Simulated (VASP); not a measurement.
# Cs (I4/mmm) in VASP: notebook

Runs on Cs. Level: PBEsol. Tasks: single point.

Program: VASP 6.6.1. These are calculated values, not measurements. Logs are shortened: lines on timing, memory, paths and dates and some standing lists are left out, and cuts for length are marked.

**1. The cell of the first run**

It takes space group I4/mmm (No. 139, tetragonal). The conventional cell has a = 6.045 Å, b = 6.045 Å, c = 5.924 Å, α = 90.00°, β = 90.00°, γ = 90.00°.

**2. Single point, PBEsol (strain -0.0200 x Voigt [0, 1, 0, 0, 0, 0])**

Contents of INCAR:

```
SYSTEM = Cs
PREC = Accurate
ENCUT = 520
EDIFF = 1E-6
ISMEAR = 0
SIGMA = 0.15
LREAL = .FALSE.
LASPH = .TRUE.
NELM = 100
ALGO = Fast
ISIF = 2
LWAVE = .FALSE.
LCHARG = .FALSE.
GGA = PS
NBANDS = 10
```

Contents of KPOINTS:

```
regular mesh
0
G
  12 12 12
  0 0 0
```

Contents of POSCAR:

```
Cs
1.0
   -3.0225000000      2.9620500000      3.0225000000
    3.0225000000     -2.9620500000      3.0225000000
    3.0225000000      2.9620500000     -3.0225000000
Cs
1
Direct
    0.0000000000      0.0000000000      0.0000000000
```

Potentials or basis: VASP PAW PBE potentials, release 64 (Cs_sv).

Started as:

```sh
cat potpaw_PBE.64/Cs_sv/POTCAR > POTCAR
mpirun -np 1 vasp_std > vasp.out
```

OUTCAR:

```text
SYSTEM = Cs
   PREC = Accurate
   ENCUT = 520
   EDIFF = 1E-6
   ISMEAR = 0
   LREAL = .FALSE.
   LASPH = .TRUE.
   NELM = 100
   ISIF = 2
   GGA = PS

 ion  position               nearest neighbor table
   1  0.000  0.000  0.000-

  LATTYP: Found a body centered tetragonal cell.
 ALAT       =     6.0450000000
 C/A-ratio  =     0.9800000000

  Lattice vectors:

 A1 = (  -3.0225000000,  -2.9620500000,   3.0225000000)
 A2 = (   3.0225000000,  -2.9620500000,  -3.0225000000)
 A3 = (   3.0225000000,   2.9620500000,   3.0225000000)

Analysis of symmetry for initial positions (statically):
=====================================================================
 Subroutine PRICEL returns:
 Original cell was already a primitive cell.

 Routine SETGRP: Setting up the symmetry group for a
 body centered tetragonal supercell.

 Subroutine GETGRP returns: Found 16 space group operations
 (whereof 16 operations were pure point group operations)
 out of a pool of 16 trial point group operations.

The static configuration has the point symmetry D_4h.

Analysis of symmetry for dynamics (positions and initial velocities):
=====================================================================
 Subroutine PRICEL returns:
 Original cell was already a primitive cell.

 Routine SETGRP: Setting up the symmetry group for a
 body centered tetragonal supercell.

 Subroutine GETGRP returns: Found 16 space group operations
 (whereof 16 operations were pure point group operations)
 out of a pool of 16 trial point group operations.

The dynamic configuration has the point symmetry D_4h.

 Subroutine INISYM returns: Found 16 space group operations
 (whereof 16 operations are pure point group operations),
 and found     1 'primitive' translations

----------------------------------------------------------------------------------------

                                     Primitive cell

  volume of cell :     108.2393

  direct lattice vectors                    reciprocal lattice vectors
    -3.022500000  2.962050000  3.022500000     0.000000000  0.168802012  0.165425972
     3.022500000 -2.962050000  3.022500000     0.165425972  0.000000000  0.165425972
     3.022500000  2.962050000 -3.022500000     0.165425972  0.168802012  0.000000000

  length of vectors
     5.200456971  5.200456971  5.200456971     0.236346930  0.233947653  0.236346930

  position of ions in fractional coordinates (direct lattice)
     0.000000000  0.000000000  0.000000000

  ion indices of the primitive-cell ions
   primitive index   ion index
                 1           1

[... 65 lines left out ...]
   ISPIN  =      1    spin polarized calculation?
   LNONCOLLINEAR =      F non collinear calculations
   LSORBIT =      F    spin-orbit coupling
   LASPH  =      T    aspherical Exc in radial PAW
   ENCUT  =  520.0 eV  38.22 Ry    6.18 a.u.   9.67  9.67  9.67*2*pi/ulx,y,z
   NELM   =    100;   NELMIN=  2; NELMDL= -5     # of ELM steps
   EDIFF  = 0.1E-05   stopping-criterion for ELM
   LREAL  =      F    real-space projection
[... 7 lines left out ...]
   TEBEG  =    0.0;   TEEND  =   0.0 temperature during run
   PSTRESS=    0.0 pullay stress
   NELECT =       9.0000    total number of electrons
   NUPDOWN=      -1.0000    fix difference up-down
   EMIN   =  10.00;   EMAX   =-10.00  energy-range for DOS
   EFERMI =   0.00;   METHOD = LEGACY
   ISMEAR =     0;   SIGMA  =   0.15  broadening in eV -4-tet -1-fermi 0-gaus
   EFERMI_NEDOS =   21; number of points for ismear=-14 and -15
   IALGO  =     68    algorithm
   IMIX   =      4    mixing-type and parameters
     AMIX     =   0.40;   BMIX     =  1.00
     AMIX_MAG =   1.60;   BMIX_MAG =  1.00
  volume/ion in A,a.u.               =     108.24       730.43
  Fermi-wavevector in a.u.,A,eV,Ry     =   0.714541  1.350287  6.946717  0.510569
  Thomas-Fermi vector in A             =   1.802468
   LORBIT       =      0    0 simple, 1 ext, 2 COOP (PROOUT), +10 PAW based schemes
   GGA     = PS    functional components
   LHFCALC =     F    Hartree Fock is set to
   AEXX    =    0.0000 exact exchange contribution
   IVDW    =     0    specifies the selected vdW correction
   LEPSILON=     F    determine dielectric tensor
   LRPA    =     F    only Hartree local field effects (RPA)
 non-spin polarized calculation
 RMM-DIIS sequential band-by-band and
 Gauss-broadening in eV      SIGMA  =   0.15
  energy-cutoff  :      520.00
  volume of cell :      108.24
 maximum number of plane-waves:      2939
   NGX = 19   NGY = 19   NGZ = 19

 number of electron       8.9999998 magnetization

 Free energy of the ion-electron system (eV)
  ---------------------------------------------------
  ext. energy  EPLUGINS =         0.00000000
  ---------------------------------------------------
  free energy    TOTEN  =        -0.94864611 eV

  energy without entropy =       -0.93232250  energy(sigma->0) =       -0.94048431

 E-fermi :   0.5217     XC(G=0):  -5.6366

 val. band max:        0.5165065403   @ k =   0.0000   0.5000   0.0000
 cond. band min:       0.5232984334   @ k =   0.0833   0.4167   0.0000
 fundamental gap:      0.0067918931
 Fermi energy:         0.5216920219

 k-point     1 :       0.0000    0.0000    0.0000
  band No.  band energies     occupation
      1     -23.2860      2.00000
      2      -9.9953      2.00000
      3      -9.9953      2.00000
      4      -9.9951      2.00000
      5      -1.2218      2.00000
      6       3.0011      0.00000
      7       3.0907      0.00000
      8       3.0907      0.00000
      9       3.9135      0.00000
     10       4.0422      0.00000
[... 287 lines left out ...]
 k-point    24 :       0.4167    0.1667    0.0000
  band No.  band energies     occupation
      1     -23.2764      2.00000
      2     -10.1504      2.00000
      3     -10.0669      2.00000
      4     -10.0100      2.00000
      5       0.7906      0.01123
      6       1.4501      0.00000
      7       1.9890      0.00000
      8       3.6705      0.00000
      9       4.4413      0.00000
     10       4.8258      0.00000

 [... further k-points ...]
[... 5 lines left out ...]
  --------------------------------------------------------------------------------------
  -------------------------------------------------------------------------------------
  Total       -0.0069810     -0.0028505     -0.0069810      0.0000000      0.0000000      0.0000000
  in kB       -0.1033338     -0.0421930     -0.1033338      0.0000000      0.0000000      0.0000000
  external PRESSURE =      -0.0829535 kB  Pullay stress =       0.0000000 kB

 VOLUME and BASIS-vectors are now :
 -----------------------------------------------------------------------------
  energy-cutoff  :      520.00
  volume of cell :      108.24
      direct lattice vectors                 reciprocal lattice vectors
    -3.022500000  2.962050000  3.022500000     0.000000000  0.168802012  0.165425972
     3.022500000 -2.962050000  3.022500000     0.165425972  0.000000000  0.165425972
     3.022500000  2.962050000 -3.022500000     0.165425972  0.168802012  0.000000000

 POSITION                                       TOTAL-FORCE (eV/Angst)
 -----------------------------------------------------------------------------------
      0.00000      0.00000      0.00000        -0.000000      0.000000      0.000000
 -----------------------------------------------------------------------------------
    total drift:                                0.000000      0.000000     -0.000000

  FREE ENERGIE OF THE ION-ELECTRON SYSTEM (eV)
  ---------------------------------------------------
  free  energy   TOTEN  =        -0.9486461144 eV

  energy  without entropy=       -0.9323225030  energy(sigma->0) =       -0.94048431
```

OSZICAR:

```text
N       E                     dE             d eps       ncg     rms          rms(c)
DAV:   1     0.525199655144E+02    0.52520E+02   -0.29684E+03  3260   0.631E+02
DAV:   2     0.434574418624E+01   -0.48174E+02   -0.46930E+02  4204   0.108E+02
DAV:   3    -0.875165972394E+00   -0.52209E+01   -0.52139E+01  3794   0.412E+01
DAV:   4    -0.948327224869E+00   -0.73161E-01   -0.73146E-01  4002   0.588E+00
DAV:   5    -0.948695545527E+00   -0.36832E-03   -0.36831E-03  4492   0.392E-01    0.131E-01
RMM:   6    -0.948384619120E+00    0.31093E-03   -0.88064E-04  3428   0.153E-01    0.901E-02
RMM:   7    -0.948603581356E+00   -0.21896E-03   -0.31956E-03  3551   0.285E-01    0.336E-02
RMM:   8    -0.948643591238E+00   -0.40010E-04   -0.13267E-04  4612   0.728E-02    0.397E-03
RMM:   9    -0.948645881469E+00   -0.22902E-05   -0.30367E-05  4906   0.273E-02    0.155E-03
RMM:  10    -0.948646114403E+00   -0.23293E-06   -0.39838E-06  4623   0.118E-02
   1 F= -.94864611E+00 E0= -.94048431E+00  d E =-.163236E-01
```

stdout:

```text
POSCAR found type information on POSCAR Cs
 POSCAR found :  1 types and       1 ions
 scaLAPACK will be used
 -----------------------------------------------------------------------------
|                                                                             |
|                                                                             |
|     You enforced a specific xc type in the INCAR file but a different       |
|     I HOPE YOU KNOW WHAT YOU ARE DOING!                                     |
|                                                                             |
 -----------------------------------------------------------------------------

 LDA part: xc-table for (Slater+PW92), standard interpolation
 POSCAR, INCAR and KPOINTS ok, starting setup
 FFT: planning ... GRIDC
 FFT: planning ... GRID_SOFT
 FFT: planning ... GRID
 WAVECAR not read
 entering main loop
```

Run time: 96 s. Hardware: 1 thread of AMD EPYC 9R14 (Zen 4), shared host; peak memory 0.31 GiB.

What came out:

| Quantity | Value |
| --- | --- |
| Free energy | -0.9486 eV |
| Pressure | 0.0 GPa |
| Band gap on the k mesh | zero (an odd number of electrons rules out a gap without spin polarisation) |

Levels at points of the mesh, in eV from the Fermi level:
```tsv
k point	band 2	band 3	band 4	band 5	band 6	band 7
(0.00, 0.00, 0.00)	-10.52	-10.52	-10.52	-1.74	2.48	2.57
(0.50, 0.00, 0.00)	-10.69	-10.57	-10.52	0.02	0.96	1.61
(0.00, 0.50, 0.00)	-10.69	-10.57	-10.52	-0.01	0.92	1.71
(0.50, 0.50, 0.50)	-10.64	-10.64	-10.63	0.59	0.63	3.11
```

Caveat: the cell differs from its parent crystal (strain -0.0200 x Voigt [0, 1, 0, 0, 0, 0]); the PAW data sets were made with another functional, which shifts forces and pressure a little; spin-orbit coupling is left out, which moves the levels of the heavy elements.

**3. Single point, PBEsol (strain -0.0150 x Voigt [0, 1, 0, 0, 0, 0])**

Contents of INCAR:

```
SYSTEM = Cs
PREC = Accurate ; ENCUT = 520
EDIFF = 1E-6 ; ISMEAR = 0
SIGMA = 0.15 ; LREAL = .FALSE.
LASPH = .TRUE. ; NELM = 60
ALGO = Fast ; ISIF = 2
LWAVE = .FALSE. ; LCHARG = .FALSE.
GGA = PS ; NBANDS = 10
```

Contents of KPOINTS:

```
Automatic mesh
0
G
  12 12 12
  0 0 0
```

Contents of POSCAR:

```
Cs
1.0
   -3.0225000000      2.9771625000      3.0225000000
    3.0225000000     -2.9771625000      3.0225000000
    3.0225000000      2.9771625000     -3.0225000000
Cs
1
Direct
    0.0000000000      0.0000000000      0.0000000000
```

Potentials or basis: VASP PAW PBE potentials, release 64 (Cs_sv).

Started as:

```sh
cat potpaw_PBE.64/Cs_sv/POTCAR > POTCAR
mpirun -np 1 vasp_std > vasp.out
```

Run time: 93 s. Hardware: 1 thread of AMD EPYC 9R14 (Zen 4), shared host; peak memory 0.32 GiB.

Results (log left out):

* Free energy: -0.9487 eV
* Pressure: 0.0 GPa
* Band gap on the k mesh: zero (an odd number of electrons rules out a gap without spin polarisation)

Levels at points of the mesh, in eV from the Fermi level:
```csv
k point,band 1,band 2,band 3,band 4,band 5,band 6,band 7,band 8
"(0.00, 0.00, 0.00)",-23.81,-10.52,-10.52,-10.52,-1.74,2.49,2.56,2.56
"(0.50, 0.00, 0.00)",-23.80,-10.69,-10.58,-10.52,0.02,0.95,1.62,3.32
"(0.00, 0.50, 0.00)",-23.80,-10.69,-10.57,-10.52,0.00,0.92,1.69,3.25
"(0.50, 0.50, 0.50)",-23.79,-10.64,-10.64,-10.64,0.60,0.63,3.11,3.11
```

Caveat: the cell differs from its parent crystal (strain -0.0150 x Voigt [0, 1, 0, 0, 0, 0]); the PAW data sets were made with another functional, which shifts forces and pressure a little; spin-orbit coupling is left out, which moves the levels of the heavy elements.

**4. Single point, PBEsol (strain -0.0100 x Voigt [0, 1, 0, 0, 0, 0])**

Contents of INCAR:

```
SYSTEM = Cs
ALGO = Fast
EDIFF = 1E-7
ENCUT = 520
GGA = PS
ISIF = 2
ISMEAR = 0
LASPH = .True.
LCHARG = .False.
LREAL = .False.
LWAVE = .False.
NBANDS = 10
NELM = 80
PREC = Accurate
SIGMA = 0.15
```

Contents of KPOINTS:

```
k-points
0
Gamma
  12 12 12
  0 0 0
```

Contents of POSCAR:

```
Cs
1.0
   -3.0225000000      2.9922750000      3.0225000000
    3.0225000000     -2.9922750000      3.0225000000
    3.0225000000      2.9922750000     -3.0225000000
Cs
1
Direct
    0.0000000000      0.0000000000      0.0000000000
```

Started as:

```sh
cat potpaw_PBE.64/Cs_sv/POTCAR > POTCAR
mpirun -np 1 vasp_std > vasp.out
```

It took 2.1 min on 1 thread of AMD EPYC 9R14 (Zen 4), shared host; peak memory 0.32 GiB.

It converged, with:

```
Free energy            : -0.9486 eV
Pressure               : 0.0 GPa
Band gap on the k mesh : zero (an odd number of electrons rules out a gap without spin polarisation)
```

Levels at points of the mesh, in eV from the Fermi level:
```
           k point  band 1  band 2  band 3  band 4  band 5  band 6  band 7  band 8
(0.00, 0.00, 0.00)  -23.81  -10.53  -10.53  -10.53   -1.73    2.50    2.55    2.55
(0.50, 0.00, 0.00)  -23.81  -10.69  -10.58  -10.53    0.02    0.94    1.63    3.30
(0.00, 0.50, 0.00)  -23.81  -10.69  -10.58  -10.53    0.01    0.92    1.67    3.26
(0.50, 0.50, 0.50)  -23.80  -10.64  -10.64  -10.64    0.61    0.63    3.11    3.11
```

Caveat: the cell differs from its parent crystal (strain -0.0100 x Voigt [0, 1, 0, 0, 0, 0]); the PAW data sets were made with another functional, which shifts forces and pressure a little; spin-orbit coupling is left out, which moves the levels of the heavy elements.

**5. The runs side by side**

| cell | further INCAR settings | gap on the mesh (eV) | pressure (GPa) |
| --- | --- | --- | --- |
| a = 5.200 Å, angles 108.9, 110.6, 108.9°, 1 atom | ALGO = Fast; EDIFF = 1e-06; NBANDS = 10 | none | 0.0 |
| a = 5.209 Å, angles 109.1, 110.3, 109.1°, 1 atom | ALGO = Fast; EDIFF = 1e-06; NBANDS = 10 | none | 0.0 |
| a = 5.218 Å, angles 109.2, 110.0, 109.2°, 1 atom | ALGO = Fast; EDIFF = 1e-07; NBANDS = 10 | none | 0.0 |

Alike in all rows: task single point; level PBEsol; potentials or basis VASP PAW PBE potentials, release 64 (Cs_sv); no spin polarisation; k mesh 12 × 12 × 12; cutoff (eV) 520; smearing gaussian 0.15 eV.

Caveats: the PAW data sets were made with another functional, which shifts forces and pressure a little; spin-orbit coupling is left out, which moves the levels of the heavy elements.

Absolute energies hang on the potentials; compare differences alone.
